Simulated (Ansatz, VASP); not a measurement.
# Two plane-wave programs on P

```
P
1.0
     3.44762    0.00000    0.00000
    -1.72381    2.98572    0.00000
     0.00000    0.00000    3.32985
P
2
Cartesian
  0.0000 1.9905 0.8325
  1.7238 0.9952 2.4974
```

Alike in both runs: functional BLYP; k mesh 13 × 13 × 7; occupations fermi-dirac, width 0.1 eV; no spin polarisation.

Ansatz relaxed the structure, and its values are those at the end. VASP's run is a single point on that final structure, the one shown.

```csv
,VASP,Ansatz
version,VASP 6.6.1,Ansatz 0.2.0
potentials or method,"VASP PAW PBE potentials, release 64 (P), cutoff 520 eV","plane waves (420 eV) with PAW, scalar-relativistic"
valence electrons in the cell,10,10
```

|  | VASP | Ansatz | Ansatz less VASP |
| --- | --- | --- | --- |
| pressure (GPa) | 0.2 | 0.0 | -0.12 |

VASP's potentials were made for PBE, not for BLYP. With one functional, cell and mesh, what is left measures potentials, basis and numerics.
